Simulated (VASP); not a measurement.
Runs of VASP 6.6.1 on Ru. The structure is that of space group Pm-3m (No. 221), or close to it. The cells are those of the table. 

```csv
task,level,spin,cell,k mesh,cutoff (eV),smearing,grid for exact exchange (PRECFOCK),gap on the mesh (eV),pressure (GPa),moment (μB)
single point,r2SCAN,off,"a = 2.491 Å, 1 atom",14 × 14 × 14,520,fermi-dirac 0.1 eV,-,none,1.5,-
single point,r2SCAN,off,"a = 2.491 Å, 1 atom",13 × 13 × 13,520,fermi-dirac 0.1 eV,-,none,1.3,-
single point,r2SCAN,off,"a = 2.491 Å, 1 atom",7 × 7 × 7,550,fermi-dirac 0.1 eV,-,none,2.5,-
relaxation of cell and atoms,r2SCAN,off,"relaxed from a = 2.446 Å, 1 atom",13 × 13 × 13,600,fermi-dirac 0.1 eV,-,none,-0.1,-
single point,r2SCAN,off,"a = 2.524 Å, 1 atom",14 × 14 × 14,520,fermi-dirac 0.1 eV,-,none,-7.3,-
single point,r2SCAN,"non-collinear, zero start, SOC","a = 2.491 Å, 1 atom",13 × 13 × 13,520,fermi-dirac 0.1 eV,-,-,1.5,0.00
single point,r2SCAN0,off,"a = 2.491 Å, 1 atom",7 × 7 × 7,520,fermi-dirac 0.1 eV,Normal,none,(a),-
single point,r2SCAN,off,"a = 2.458 Å, 1 atom",14 × 14 × 14,520,fermi-dirac 0.1 eV,-,none,12.6,-
single point,r2SCAN,"collinear, ferromagnetic start","a = 2.586 Å, 1 atom",21 × 21 × 21,520,fermi-dirac 0.05 eV,-,none,(b),0.00
single point,r2SCAN,off,"a = 2.491 Å, 1 atom",21 × 21 × 21,520,fermi-dirac 0.1 eV,-,none,(c),-
single point,r2SCAN,off,"a = 2.423 Å, 1 atom",14 × 14 × 14,520,fermi-dirac 0.1 eV,-,none,26.5,-
single point,r2SCAN,off,"a = 2.587 Å, 1 atom",14 × 14 × 14,520,fermi-dirac 0.1 eV,-,none,-19.8,-
```

Alike in all rows: potentials or basis VASP PAW PBE potentials, release 64 (Ru_pv).

**Question.** Fill in the values left out.

**Answer.** (a) -6.3; (b) -20.0; (c) 1.4.

Caveats: some runs use coarse meshes; the PAW data sets were made with another functional, which shifts forces and pressure a little.

A k mesh can miss the band edges, and rows without SOC leave out spin-orbit coupling on Ru.

A gap of «none» marks levels without a gap at the run's occupations.
